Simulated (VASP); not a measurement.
Input of a VASP 6.6.1 run:

The input POSCAR:

```
HfC
1.0
    0.0000000000      2.3250000000      2.3250000000
    2.3250000000      0.0000000000      2.3250000000
    2.3250000000      2.3250000000      0.0000000000
Hf C
1 1
Direct
    0.5000000000      0.5000000000      0.5000000000
    0.0000000000      0.0000000000      0.0000000000
```

The input INCAR.step1:

```
SYSTEM = HfC
PREC     = Accurate       ! precision mode
ENCUT    = 520            ! plane-wave cutoff, eV
ISMEAR   = -1             ! smearing method
SIGMA    = 0.05           ! smearing width, eV
LREAL    = .False.        ! projectors in reciprocal space
LASPH    = .True.         ! aspherical terms in the spheres
NELM     = 60             ! most SCF steps
NBANDS   = 14             ! bands
GGA      = PE             ! functional
ALGO     = Normal         ! electronic algorithm
EDIFF    = 1E-4           ! SCF threshold, eV
LWAVE    = .True.         ! write WAVECAR
LCHARG   = .False.        ! write CHGCAR
```

INCAR.step2

```
SYSTEM = HfC
PREC     = Accurate       ! precision mode
ENCUT    = 520            ! plane-wave cutoff, eV
EDIFF    = 1E-6           ! SCF threshold, eV
ISMEAR   = -1             ! smearing method
SIGMA    = 0.05           ! smearing width, eV
LREAL    = .False.        ! projectors in reciprocal space
LASPH    = .True.         ! aspherical terms in the spheres
NELM     = 60             ! most SCF steps
ALGO     = Normal         ! electronic algorithm
ISIF     = 2              ! what is computed and relaxed
LWAVE    = .False.        ! write WAVECAR
LCHARG   = .False.        ! write CHGCAR
METAGGA  = R2SCAN         ! meta-GGA
LMIXTAU  = .True.       
NBANDS   = 14             ! bands
ISTART   = 1
```

File KPOINTS:

```
regular mesh
0
Gamma
  10 10 10
  0 0 0
```

Potentials or basis: VASP PAW PBE potentials, release 64 (Hf_pv, C).

Command:

```console
$ cat potpaw_PBE.64/Hf_pv/POTCAR potpaw_PBE.64/C/POTCAR > POTCAR
$ cp INCAR.step1 INCAR
$ mpirun -np 1 vasp_std > vasp.out
$ cp INCAR.step2 INCAR
$ mpirun -np 1 vasp_std > vasp.out
```

Task: Predict the band gap on the k mesh.

Result: Zero (band 7 reaches 6.90 eV, above the bottom of band 8 at 5.44 eV).

Task: Estimate the pressure.

Result: -2.5 GPa.

Caveat: the PAW data sets were made with another functional, which shifts forces and pressure a little; spin-orbit coupling is left out, which moves the levels of the heavy elements.
